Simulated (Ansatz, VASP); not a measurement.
MoS: VASP beside Ansatz

File INCAR:

```
SYSTEM = MoS
  PREC = Accurate
  ENCUT = 520
  EDIFF = 1E-7
  ISMEAR = 0
  SIGMA = 0.1
  LREAL = .False.
  LASPH = .True.
  NELM = 150
  ALGO = Normal
  ISIF = 2
  LWAVE = .False.
  LCHARG = .True.
  ISPIN = 2
  MAGMOM = 1 1 1 1 0 0 0 0
  LORBIT = 11
  LMAXMIX = 4
  GGA = PE
  LELF = .True.
  LVHAR = .True.
  NBANDS = 54
```

File KPOINTS:

```
regular mesh
0
Gamma
  4 4 4
  0 0 0
```

File POSCAR:

```
MoS
1.0
    5.0916283212      0.0000000000      0.0000000000
    0.0000000000      5.0916283212      0.0000000000
    0.0000000000      0.0000000000      5.0916283212
Mo S
4 4
Direct
    0.1340000000      0.1340000000      0.1340000000
    0.3660000000      0.8660000000      0.6340000000
    0.6340000000      0.3660000000      0.8660000000
    0.8660000000      0.6340000000      0.3660000000
    0.8445000000      0.8445000000      0.8445000000
    0.6555000000      0.1555000000      0.3445000000
    0.3445000000      0.6555000000      0.1555000000
    0.1555000000      0.3445000000      0.6555000000
```

Input for Ansatz:

```yaml
crystal:
  lattice:
    - [5.0916283212, 0.0, 0.0]
    - [0.0, 5.0916283212, 0.0]
    - [0.0, 0.0, 5.0916283212]
  atoms:
    - { symbol: Mo, position: [0.134, 0.134, 0.134], spin: 1.0 }
    - { symbol: Mo, position: [0.366, 0.866, 0.634], spin: 1.0 }
    - { symbol: Mo, position: [0.634, 0.366, 0.866], spin: 1.0 }
    - { symbol: Mo, position: [0.866, 0.634, 0.366], spin: 1.0 }
    - { symbol: S, position: [0.8445, 0.8445, 0.8445] }
    - { symbol: S, position: [0.6555, 0.1555, 0.3445] }
    - { symbol: S, position: [0.3445, 0.6555, 0.1555] }
    - { symbol: S, position: [0.1555, 0.3445, 0.6555] }
basis:
  ecutwfc: 420
kpoints:
  mp_grid: { grid: [4, 4, 4] }
hamiltonian:
  xc: pbe
scf:
  occupations: { method: gaussian, width: 0.1 }
  lower_state_search: "off"
output:
  forces: true
  stress: true
  eigenvalues: true
  populations: true
magnetization:
  spin_polarized: true
```

Alike in both runs: task single point; functional PBE; k mesh 4 × 4 × 4; occupations gaussian, width 0.1 eV; collinear spin.

|  | VASP | Ansatz |
| --- | --- | --- |
| version | VASP 6.6.1 | Ansatz 0.2.0 |
| potentials or method | VASP PAW PBE potentials, release 64 (Mo_sv, S), cutoff 520 eV | scalar-relativistic, plane waves, PAW |
| valence electrons in the cell | 80 | 80 |

|  | VASP | Ansatz | Ansatz less VASP |
| --- | --- | --- | --- |
| gap on the k mesh at the Fermi level (eV) | none | none | - |
| pressure (GPa) | -20.2 | -20.3 | -0.10 |
| rms of the force components (eV/Å) | 0.536 | 0.536 | +0.0002 |
| net moment per atom (μB) | 0.00 | 0.00 | 0.000 |

Atom by atom the forces differ by 0.001 eV/Å (rms over components). A gap of «none» marks a metal or a gap that the smearing closes. With one functional, cell and mesh, what is left measures potentials, basis and numerics. Ansatz's warnings: seeded moment not kept.
